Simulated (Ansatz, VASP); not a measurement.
## One calculation of Ru, two programs

```xyz
1
Lattice="-1.4265 1.4265 1.4265 1.4265 -1.4265 1.4265 1.4265 1.4265 -1.4265" Properties=species:S:1:pos:R:3 pbc="T T T"
Ru    0.0000    0.0000    0.0000
```

Change from the starting cell: volume scaled by 0.815, to set the pressure.

Alike in both runs: task single point; functional PBE; k mesh 19 × 19 × 19; occupations fermi-dirac, width 0.08 eV; no spin polarisation.

|  | VASP | Ansatz |
| --- | --- | --- |
| version | VASP 6.6.1 | Ansatz 0.2.0 |
| potentials or method | VASP PAW PBE potentials, release 64 (Ru_pv) | PAW with Ansatz's default frozen-core files, scalar-relativistic |
| plane-wave cutoff (eV) | 520 | 420 |
| valence electrons in the cell | 14 | 16 |

|  | VASP | Ansatz | Ansatz less VASP |
| --- | --- | --- | --- |
| pressure (GPa) | 93.1 | 92.6 | -0.53 |

Both programs put the cell under a high pressure, so it lies far from rest at this level. VASP's potentials hold 14 valence electrons a cell and Ansatz's 16, so a difference there can come from the potentials and not from the codes.

Noted on VASP's run: the cell as given lies far from equilibrium.
